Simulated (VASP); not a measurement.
Write the native input for VASP 6.6.1 that does the following.

| Item | Value |
| --- | --- |
| Task | single point |
| Functional | PBEsol |
| Potentials or basis | VASP PAW PBE potentials, release 64 (Hf_pv) |
| Cutoff | 520 eV |
| k mesh | 10 × 7 × 1 |
| Occupations | fermi-dirac, width 0.05 eV |
| Spin | no spin polarisation |
| Dipole correction | yes |
| Electric field (eV/Å) | -0.2 eV/Å |
| Further INCAR settings | ALGO = Normal; EDIFF = 1e-06; NBANDS = 28; EFIELD = -0.2 |

The structure of Hf lies in POSCAR:

```
Hf
1.0
    3.1589152031      0.0000000000      0.0000000000
    0.0000000000      4.9985932680      0.0000000000
    0.0000000000      0.0000000000     19.6476000000
Hf
4
Direct
    0.0000000000      0.7500000000      0.4151605211
    0.5000000000      0.2500000000      0.4568031568
    0.5000000000      0.7500000000      0.5431967915
    0.0000000000      0.2500000000      0.5848395306
```

These files were run (other wordings do the same):

INCAR

```
PREC = Accurate
ENCUT = 520
EDIFF = 1E-6
ISMEAR = -1
SIGMA = 0.05
LREAL = F
LASPH = T
NELM = 100
ALGO = Normal
ISIF = 2
LWAVE = F
LCHARG = T
LDIPOL = T
IDIPOL = 3
DIPOL = 0.5 0.5 0.500
GGA = PS
LELF = T
LVHAR = T
LVACPOTAV = T
NBANDS = 28
EFIELD = -0.2
```

KPOINTS

```
regular mesh
0
Gamma
  10 7 1
```

Potentials or basis: VASP PAW PBE potentials, release 64 (Hf_pv).

Command:

```console
$ cat potpaw_PBE.64/Hf_pv/POTCAR > POTCAR
$ mpirun -np 1 vasp_std > vasp.out
```

Results of the run:

* Largest force: 0.067 eV/Å
* Band gap on the k mesh: zero (bands 20 and 21 overlap by 0.64 eV)

Caveat: the PAW data sets were made with another functional, which shifts forces and pressure a little; spin-orbit coupling is left out, which moves the levels of the heavy elements.

Run time: 7.6 min on 1 thread of Intel(R) Xeon(R) Platinum 8559C (Emerald Rapids), with other jobs on the host, peak memory 0.42 GiB.
